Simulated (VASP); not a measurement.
# Al2O3 (Corundum) (R-3c) in VASP: notebook

Al2O3 (Corundum) is run at these levels: r2SCAN; tasks: relaxation of cell and atoms, single point.

Everything below comes from runs of VASP 6.6.1. Logs are shortened: lines on timing, memory, paths and dates and some standing lists are left out, and cuts for length are marked.

**The experiment to reproduce.**

From “Multi-petahertz electron interference in Cr:Al2O3 solid-state material”, 2018, pmc:5906618, for a bulk crystal of Al2O3: band gap 8.7 eV (optical).

The runs below are set against these values where they give the same quantity.

### 1 The cell of the first run

The structure is trigonal, space group R-3c (No. 167). The conventional cell has a = 4.760 Å, b = 4.760 Å, c = 12.996 Å, α = 90.00°, β = 90.00°, γ = 120.00°. Al (site symmetry 3) has 6 O at 1.85 to 1.97 Å within 2.5 Å. Within 2.5 Å of O (site symmetry 2) lie 4 Al at 1.85 to 1.97 Å.

### 2 Relaxation of cell and atoms, r2SCAN

The input, POSCAR:

```
Al2O3
1.0
    2.3802500000      1.3742379782      4.3318666667
   -2.3802500000      1.3742379782      4.3318666667
    0.0000000000     -2.7484759565      4.3318666667
Al O
4 6
Direct
    0.3521600000      0.3521600000      0.3521600000
    0.1478400000      0.1478400000      0.1478400000
    0.6478400000      0.6478400000      0.6478400000
    0.8521600000      0.8521600000      0.8521600000
    0.5566800000      0.9433200000      0.2500000000
    0.2500000000      0.5566800000      0.9433200000
    0.9433200000      0.2500000000      0.5566800000
    0.4433200000      0.0566800000      0.7500000000
    0.7500000000      0.4433200000      0.0566800000
    0.0566800000      0.7500000000      0.4433200000
```

The input, INCAR.step1:

```
  ALGO = Normal
  EDIFF = 1E-4
  ENCUT = 600
  GGA = PE
  ISMEAR = 0
  LASPH = T
  LCHARG = F
  LREAL = F
  LWAVE = T
  NELM = 100
  PREC = Accurate
  SIGMA = 0.02
```

The input, INCAR.step2:

```
  ALGO = Normal
  EDIFF = 1E-6
  EDIFFG = -0.005
  ENCUT = 600
  IBRION = 2
  ISIF = 3
  ISMEAR = 0
  ISTART = 1
  LASPH = T
  LCHARG = F
  LMIXTAU = T
  LREAL = F
  LWAVE = F
  METAGGA = R2SCAN
  NELM = 100
  NSW = 100
  PREC = Accurate
  SIGMA = 0.02
```

The input, KPOINTS:

```
k-points
0
Gamma
  6 6 6
```

Potentials or basis: VASP PAW PBE potentials, release 64 (Al, O).

Run with:

```bash
cat potpaw_PBE.64/Al/POTCAR potpaw_PBE.64/O/POTCAR > POTCAR
cp INCAR.step1 INCAR
mpirun -np 1 vasp_std > vasp.out
cp INCAR.step2 INCAR
mpirun -np 1 vasp_std > vasp.out
```

OUTCAR:

```text
EDIFF = 1E-6
   EDIFFG = -0.005
   ENCUT = 600
   IBRION = 2
   ISIF = 3
   ISMEAR = 0
   ISTART = 1
   LASPH = T
   LREAL = F
   METAGGA = R2SCAN
   NELM = 100
   NSW = 100
   PREC = Accurate

 ion  position               nearest neighbor table
   1  0.352  0.352  0.352-   9 1.85  10 1.85   8 1.85   7 1.97   5 1.97   6 1.97   2 2.66   3 2.79
                             3 2.79   3 2.79   2 3.22   2 3.22   2 3.22
   2  0.148  0.148  0.148-  10 1.85   9 1.85   8 1.85   6 1.97   5 1.97   7 1.97   1 2.66   4 2.79
                             4 2.79   4 2.79   1 3.22   1 3.22   1 3.22
   3  0.648  0.648  0.648-   6 1.85   7 1.85   5 1.85  10 1.97   8 1.97   9 1.97   4 2.66   1 2.79
                             1 2.79   1 2.79   4 3.22   4 3.22   4 3.22
   4  0.852  0.852  0.852-   7 1.85   6 1.85   5 1.85   9 1.97   8 1.97  10 1.97   3 2.66   2 2.79
                             2 2.79   2 2.79   3 3.22   3 3.22   3 3.22
   5  0.557  0.943  0.250-   3 1.85   4 1.85   1 1.97   2 1.97
   6  0.250  0.557  0.943-   3 1.85   4 1.85   2 1.97   1 1.97
   7  0.943  0.250  0.557-   4 1.85   3 1.85   1 1.97   2 1.97
   8  0.443  0.057  0.750-   1 1.85   2 1.85   3 1.97   4 1.97
   9  0.750  0.443  0.057-   1 1.85   2 1.85   4 1.97   3 1.97
  10  0.057  0.750  0.443-   2 1.85   1 1.85   3 1.97   4 1.97

  LATTYP: Found a trigonal (rhomboedric) cell.
 ALAT       =     5.1302230849
 COS(alpha) =     0.5694707703

  Lattice vectors:

 A1 = (   2.3802500000,   1.3742379782,   4.3318666667)
 A2 = (  -2.3802500000,   1.3742379782,   4.3318666667)
 A3 = (   0.0000000000,  -2.7484759565,   4.3318666667)

Analysis of symmetry for initial positions (statically):
=====================================================================
 Subroutine PRICEL returns:
 Original cell was already a primitive cell.

 Routine SETGRP: Setting up the symmetry group for a
 trigonal (rhombohedral) supercell.

 Subroutine GETGRP returns: Found 12 space group operations
 (whereof  6 operations were pure point group operations)
 out of a pool of 12 trial point group operations.

The static configuration has the point symmetry S_6 .
 The point group associated with its full space group is D_3d.

Analysis of symmetry for dynamics (positions and initial velocities):
=====================================================================
 Subroutine PRICEL returns:
 Original cell was already a primitive cell.

 Routine SETGRP: Setting up the symmetry group for a
 trigonal (rhombohedral) supercell.

 Subroutine GETGRP returns: Found 12 space group operations
 (whereof  6 operations were pure point group operations)
 out of a pool of 12 trial point group operations.

The dynamic configuration has the point symmetry S_6 .
 The point group associated with its full space group is D_3d.

 Subroutine INISYM returns: Found 12 space group operations
 (whereof  6 operations are pure point group operations),
 and found     1 'primitive' translations

----------------------------------------------------------------------------------------

                                     Primitive cell

  volume of cell :      85.0180

  direct lattice vectors                    reciprocal lattice vectors
     2.380250000  1.374237978  4.331866667     0.210061968  0.121279334  0.076949121
    -2.380250000  1.374237978  4.331866667    -0.210061968  0.121279334  0.076949121
     0.000000000 -2.748475957  4.331866667     0.000000000 -0.242558668  0.076949121

  length of vectors
     5.130223085  5.130223085  5.130223085     0.254471756  0.254471756  0.254471756

  position of ions in fractional coordinates (direct lattice)
     0.352160000  0.352160000  0.352160000
     0.147840000  0.147840000  0.147840000
     0.647840000  0.647840000  0.647840000
     0.852160000  0.852160000  0.852160000
     0.556680000  0.943320000  0.250000000
     0.250000000  0.556680000  0.943320000
     0.943320000  0.250000000  0.556680000
     0.443320000  0.056680000  0.750000000
     0.750000000  0.443320000  0.056680000
     0.056680000  0.750000000  0.443320000

  ion indices of the primitive-cell ions
   primitive index   ion index
                 1           1
                 2           2
                 3           3
                 4           4
                 5           5
                 6           6
                 7           7
                 8           8
                 9           9
                10          10

----------------------------------------------------------------------------------------

 KPOINTS: k-points

Automatic generation of k-mesh.
 Grid dimensions read from file:
 generate k-points for:    6    6    6

 Generating k-lattice:

  Cartesian coordinates                     Fractional coordinates (reciprocal lattice)
     0.035010328  0.020213222  0.012824854     0.166666667  0.000000000 -0.000000000
    -0.035010328  0.020213222  0.012824854     0.000000000  0.166666667 -0.000000000
     0.000000000 -0.040426445  0.012824854     0.000000000  0.000000000  0.166666667

  Length of vectors
     0.042411959  0.042411959  0.042411959

  Shift w.r.t. Gamma in fractional coordinates (k-lattice)
     0.000000000  0.000000000  0.000000000

 Subroutine IBZKPT returns following result:
 ===========================================

 Found     32 irreducible k-points:

 Following reciprocal coordinates:
            Coordinates               Weight
  0.000000  0.000000  0.000000      1.000000
  0.166667  0.000000  0.000000      6.000000
  0.333333 -0.000000 -0.000000      6.000000
  0.500000 -0.000000 -0.000000      3.000000
  0.166667  0.166667  0.000000      6.000000
  0.333333  0.166667 -0.000000     12.000000
[... 16 lines left out ...]
  0.500000  0.500000  0.166667      6.000000
 -0.333333  0.500000  0.166667     12.000000
 [... further k-points ...]
   k-points           NKPTS =     32   k-points in BZ     NKDIM =     32   number of bands    NBANDS=     30
   number of dos      NEDOS =    301   number of ions     NIONS =     10
   total plane-waves  NPLWV =  74088
   dimension x,y,z NGX =    42 NGY =   42 NGZ =   42
   dimension x,y,z NGXF=    84 NGYF=   84 NGZF=   84
   ions per type =               4   6
   NGX,Y,Z   is equivalent  to a cutoff of  13.61, 13.61, 13.61 a.u.
   NGXF,Y,Z  is equivalent  to a cutoff of  27.22, 27.22, 27.22 a.u.
 SYSTEM =  unknown system
   PREC   = accura    normal or accurate (medium, high low for compatibility)
   ISTART =      1    job   : 0-new  1-cont  2-samecut
   ICHARG =      0    charge: 1-file 2-atom 10-const
   ISPIN  =      1    spin polarized calculation?
   LNONCOLLINEAR =      F non collinear calculations
   LSORBIT =      F    spin-orbit coupling
   LASPH  =      T    aspherical Exc in radial PAW
   ENCUT  =  600.0 eV  44.10 Ry    6.64 a.u.  10.25 10.25 10.25*2*pi/ulx,y,z
   NELM   =    100;   NELMIN=  2; NELMDL=  0     # of ELM steps
   EDIFF  = 0.1E-05   stopping-criterion for ELM
   LREAL  =      F    real-space projection
   EDIFFG = -.5E-02   stopping-criterion for IOM
   NSW    =    100    number of steps for IOM
   IBRION =      2    ionic relax: 0-MD 1-quasi-New 2-CG
   NFREE  =      1    steps in history (QN), initial steepest desc. (CG)
   ISIF   =      3    stress and relaxation
   ISYM   =      2    0-nonsym 1-usesym 2-fastsym
   POTIM  = 0.5000    time-step for ionic-motion
   TEBEG  =    0.0;   TEEND  =   0.0 temperature during run
   PSTRESS=    0.0 pullay stress
   NELECT =      48.0000    total number of electrons
   NUPDOWN=      -1.0000    fix difference up-down
   EMIN   =  10.00;   EMAX   =-10.00  energy-range for DOS
   EFERMI =   0.00;   METHOD = LEGACY
   ISMEAR =     0;   SIGMA  =   0.02  broadening in eV -4-tet -1-fermi 0-gaus
   EFERMI_NEDOS =   21; number of points for ismear=-14 and -15
   IALGO  =     38    algorithm
   IMIX   =      4    mixing-type and parameters
     AMIX     =   0.40;   BMIX     =  1.00
     AMIX_MAG =   1.60;   BMIX_MAG =  1.00
  volume/ion in A,a.u.               =       8.50        57.37
  Fermi-wavevector in a.u.,A,eV,Ry     =   1.353064  2.556920 24.909299  1.830782
  Thomas-Fermi vector in A             =   2.480350
   LORBIT       =      0    0 simple, 1 ext, 2 COOP (PROOUT), +10 PAW based schemes
   METAGGA = R2SCAN    functional components
   LHFCALC =     F    Hartree Fock is set to
   AEXX    =    0.0000 exact exchange contribution
   IVDW    =     0    specifies the selected vdW correction
   LEPSILON=     F    determine dielectric tensor
   LRPA    =     F    only Hartree local field effects (RPA)
 conjugate gradient relaxation of ions
 non-spin polarized calculation
 Gauss-broadening in eV      SIGMA  =   0.02
  energy-cutoff  :      600.00
  volume of cell :       85.02
 maximum number of plane-waves:      2873
 NGX is ok and might be reduce to    42
   NGX = 21   NGY = 21   NGZ = 21

--------------------------------------- Ionic step        1  -------------------------------------------

 number of electron      48.0000003 magnetization

 Free energy of the ion-electron system (eV)
  ---------------------------------------------------
  ext. energy  EPLUGINS =         0.00000000
  ---------------------------------------------------
  free energy    TOTEN  =       -96.29287971 eV

  energy without entropy =      -96.29287971  energy(sigma->0) =      -96.29287971

------------------------ aborting loop because EDIFF is reached ----------------------------------------

  FORCE on cell =-STRESS in cart. coord.  units (eV):
  Direction    XX          YY          ZZ          XY          YZ          ZX
  --------------------------------------------------------------------------------------
  -------------------------------------------------------------------------------------
  Total       -0.5102735     -0.5102735     -0.5820642      0.0000000      0.0000000      0.0000000
  in kB       -9.6161834     -9.6161834    -10.9690896      0.0000000      0.0000000      0.0000000
  external PRESSURE =     -10.0671521 kB  Pullay stress =       0.0000000 kB
[... 293 lines left out ...]
  energy  without entropy=      -96.2951037701  energy(sigma->0) =      -96.29510377

--------------------------------------- Ionic step        8  -------------------------------------------

 number of electron      48.0000002 magnetization

 Free energy of the ion-electron system (eV)
  ---------------------------------------------------
  ext. energy  EPLUGINS =         0.00000000
  ---------------------------------------------------
  free energy    TOTEN  =       -96.29512090 eV

  energy without entropy =      -96.29512090  energy(sigma->0) =      -96.29512090

 E-fermi :   5.9091     XC(G=0): -12.2462

 val. band max:        5.7715750779   @ k =   0.0000   0.0000   0.0000
 cond. band min:      12.9713068829   @ k =   0.0000   0.0000   0.0000
 fundamental gap:      7.1997318050
 Fermi energy:         5.9091407475

 k-point     1 :       0.0000    0.0000    0.0000
  band No.  band energies     occupation
      1     -14.4574      2.00000
      2     -12.1535      2.00000
      3     -11.8765      2.00000
      4     -11.8765      2.00000
      5     -11.5654      2.00000
      6     -11.5654      2.00000
[... 781 lines left out ...]
     29      17.3976      0.00000
     30      18.0431      0.00000

 [... further k-points ...]

------------------------ aborting loop because EDIFF is reached ----------------------------------------

  FORCE on cell =-STRESS in cart. coord.  units (eV):
  Direction    XX          YY          ZZ          XY          YZ          ZX
  --------------------------------------------------------------------------------------
  -------------------------------------------------------------------------------------
  Total       -0.0121412     -0.0121412      0.0140338      0.0000000     -0.0000000      0.0000000
  in kB       -0.2296988     -0.2296988      0.2655052      0.0000000     -0.0000000      0.0000000
  external PRESSURE =      -0.0646308 kB  Pullay stress =       0.0000000 kB
[... 25 lines left out ...]
  FREE ENERGIE OF THE ION-ELECTRON SYSTEM (eV)
  ---------------------------------------------------
  free  energy   TOTEN  =       -96.2951208998 eV

  energy  without entropy=      -96.2951208998  energy(sigma->0) =      -96.29512090

 reached required accuracy - stopping structural energy minimisation
```

It took 19 min on 1 thread of Intel Xeon Platinum 8488C (Sapphire Rapids), shared host; peak memory 0.32 GiB.

What came out:

```yaml
Free_energy: -96.2951 eV
Relaxed_volume: 8.47 Å³/atom
Relaxed_cell: a = 5.124 Å, b = 5.124 Å, c = 5.124 Å, α = 55.28°, β = 55.28°, γ = 55.28°
Space_group_after_relaxing_to_0.05_Å: R-3c (No. 167)
Energy_gained_by_relaxing: 0.2 meV/atom
Ionic_steps: 8
Pressure_after_relaxing: 0.0 GPa
Largest_force_after_relaxing: 0.004 eV/Å
Band_gap_on_the_k_mesh: 7.20 eV, direct
```

Forces in eV/Å, atoms in the order of the input:
```
Al   0.000  0.000 -0.001
Al   0.000  0.000  0.001
Al   0.000  0.000  0.001
Al   0.000  0.000 -0.001
O    0.004  0.000  0.000
O   -0.002  0.003  0.000
O   -0.002 -0.003  0.000
O   -0.004  0.000  0.000
O    0.002 -0.003  0.000
O    0.002  0.003  0.000
```

Step by step:
```
step  energy change (eV)  largest force (eV/Å)  pressure (GPa)  volume (Å³)
   1              0.0000                0.0808           -1.01        85.02
   2             -0.0013                0.0274            0.99        84.36
   3             -0.0021                0.0323            0.24        84.61
   4             -0.0021                0.0349            0.17        84.63
   5             -0.0022                0.0079           -0.04        84.70
   6             -0.0022                0.0058            0.01        84.68
   7             -0.0022                0.0063           -0.02        84.69
   8             -0.0022                0.0040           -0.01        84.69
```

Final structure:
```cif
data_structure
_symmetry_space_group_name_H-M 'P 1'
_symmetry_Int_Tables_number 1
_cell_length_a 5.1236
_cell_length_b 5.1236
_cell_length_c 5.1236
_cell_angle_alpha 55.285
_cell_angle_beta 55.285
_cell_angle_gamma 55.285
_cell_volume 84.69
loop_
_atom_site_label
_atom_site_type_symbol
_atom_site_fract_x
_atom_site_fract_y
_atom_site_fract_z
_atom_site_occupancy
Al1 Al 0.35184 0.35184 0.35184 1
Al2 Al 0.14816 0.14816 0.14816 1
Al3 Al 0.64816 0.64816 0.64816 1
Al4 Al 0.85184 0.85184 0.85184 1
O1 O 0.55626 0.94374 0.25000 1
O2 O 0.25000 0.55626 0.94374 1
O3 O 0.94374 0.25000 0.55626 1
O4 O 0.44374 0.05626 0.75000 1
O5 O 0.75000 0.44374 0.05626 1
O6 O 0.05626 0.75000 0.44374 1
```

Levels at points of the mesh, in eV from the valence-band top:
| k point | band 22 | band 23 | band 24 | band 25 | band 26 | band 27 |
| --- | --- | --- | --- | --- | --- | --- |
| (0.00, 0.00, 0.00) | -0.05 | -0.05 | 0.00 | 7.20 | 10.14 | 12.00 |
| (0.50, 0.00, 0.00) | -0.94 | -0.29 | -0.29 | 10.47 | 10.47 | 10.76 |
| (0.50, 0.50, 0.00) | -0.92 | -0.78 | -0.27 | 10.60 | 10.83 | 10.94 |
| (0.50, 0.50, 0.50) | -0.40 | -0.40 | -0.40 | 9.67 | 9.67 | 12.21 |

Caveat: the PAW data sets were made with another functional, which shifts forces and pressure a little. A k mesh can miss the band edges.

### 3 Single point, r2SCAN (volume scaled by 0.94, then relaxed in part)

The input, POSCAR:

```
Al2O3
1.0
    2.3327783939      1.3468302337      4.2364795693
   -2.3327783939      1.3468302337      4.2364795693
    0.0000000000     -2.6936604674      4.2364795693
Al O
4 6
Direct
    0.3518073639      0.3518073639      0.3518073639
    0.1481926361      0.1481926361      0.1481926361
    0.6481926361      0.6481926361      0.6481926361
    0.8518073639      0.8518073639      0.8518073639
    0.5569404845      0.9430595155      0.2500000000
    0.2500000000      0.5569404845      0.9430595155
    0.9430595155      0.2500000000      0.5569404845
    0.4430595155      0.0569404845      0.7500000000
    0.7500000000      0.4430595155      0.0569404845
    0.0569404845      0.7500000000      0.4430595155
```

The input, INCAR.step1:

```
PREC = Accurate
ENCUT = 520
ISMEAR = 0
SIGMA = 0.02
LREAL = False
LASPH = True
NELM = 100
NBANDS = 35
GGA = PE
ALGO = Normal
EDIFF = 1E-4
LWAVE = True
LCHARG = False
```

The input, INCAR.step2:

```
PREC = Accurate
ENCUT = 520
EDIFF = 1E-6
ISMEAR = 0
SIGMA = 0.02
LREAL = False
LASPH = True
NELM = 100
ALGO = Normal
ISIF = 2
LWAVE = False
LCHARG = False
METAGGA = R2SCAN
LMIXTAU = True
NBANDS = 35
ISTART = 1
```

The input, KPOINTS:

```
regular mesh
0
Gamma
  6 6 6
```

Potentials or basis: VASP PAW PBE potentials, release 64 (Al, O).

Run with:

```bash
cat potpaw_PBE.64/Al/POTCAR potpaw_PBE.64/O/POTCAR > POTCAR
cp INCAR.step1 INCAR
mpirun -np 1 vasp_std > vasp.out
cp INCAR.step2 INCAR
mpirun -np 1 vasp_std > vasp.out
```

Wall time 3.4 min (1 thread of Intel Xeon 6975P-C (Granite Rapids), shared host); peak memory 0.27 GiB.

The run converged. Its results:

| Property | Result |
| --- | --- |
| Free energy | -96.0051 eV |
| Pressure | 17.5 GPa |
| Largest force | 0.028 eV/Å |
| Band gap on the k mesh | 7.95 eV, direct |

Forces in eV/Å, atoms in the order of the input:
```
Al   0.000  0.000 -0.028
Al   0.000  0.000  0.028
Al   0.000  0.000  0.028
Al   0.000  0.000 -0.028
O   -0.009  0.000  0.000
O    0.005 -0.008  0.000
O    0.005  0.008  0.000
O    0.009  0.000  0.000
O   -0.005  0.008  0.000
O   -0.005 -0.008  0.000
```

Levels at points of the mesh, in eV from the valence-band top:
| k point | band 22 | band 23 | band 24 | band 25 | band 26 | band 27 |
| --- | --- | --- | --- | --- | --- | --- |
| (0.00, 0.00, 0.00) | -0.10 | -0.10 | 0.00 | 7.95 | 10.58 | 12.78 |
| (0.50, 0.00, 0.00) | -1.06 | -0.35 | -0.35 | 10.99 | 10.99 | 11.48 |
| (0.50, 0.50, 0.00) | -1.03 | -0.88 | -0.33 | 10.82 | 11.51 | 11.54 |
| (0.50, 0.50, 0.50) | -0.48 | -0.48 | -0.48 | 10.28 | 10.28 | 12.70 |

Caveat: the cell differs from its parent crystal (volume scaled by 0.94, then relaxed in part); the PAW data sets were made with another functional, which shifts forces and pressure a little.

(Continued in part 2 of 2.)
